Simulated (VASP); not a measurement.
Zr3Ag, 4 atoms in the cell. It takes space group P4/mmm (No. 123, tetragonal). Conventional cell: a = 4.520 Å, b = 4.520 Å, c = 3.986 Å, α = 90.00°, β = 90.00°, γ = 90.00°. Zr (site symmetry 4/mmm) has 10 Zr at 3.01 to 3.99 Å and 4 Ag at 3.20 Å within 4.0 Å. Within 4.0 Å of Zr (site symmetry mmm) lie 10 Zr at 3.01 to 3.99 Å and 4 Ag at 3.01 Å. Ag (site symmetry 4/mmm) has 12 Zr at 3.01 to 3.20 Å and 2 Ag at 3.99 Å within 4.0 Å.  This cell differs from its parent crystal: equal xx and yy strain of -1 %.

```yaml
Program: VASP 6.6.1
Task: electric field gradients
Functional: LDA
Potentials_or_basis: VASP PAW LDA potentials, release 64 (Zr_sv, Ag)
Cutoff: 520 eV
k_mesh: 7 × 7 × 8
Occupations: fermi-dirac, width 0.05 eV
Spin: no spin polarisation
Dipole_correction: no
Further_INCAR_settings: ALGO = Normal; EDIFF = 1e-08; NBANDS = 32
```

Potentials or basis: VASP PAW LDA potentials, release 64 (Zr_sv, Ag).

Command:

```bash
$ cat potpaw_LDA.64/Zr_sv/POTCAR potpaw_LDA.64/Ag/POTCAR > POTCAR
$ mpirun -np 1 vasp_std > vasp.out
```

Hardware: 1 thread of AMD EPYC 9R14 (Zen 4) (shared host).

Problem. Estimate the wall time of this run.

Solution. It took 85 s on 1 thread of AMD EPYC 9R14 (Zen 4) (shared host), peak memory 0.21 GiB. Counts: scf iterations 16, k points 50.
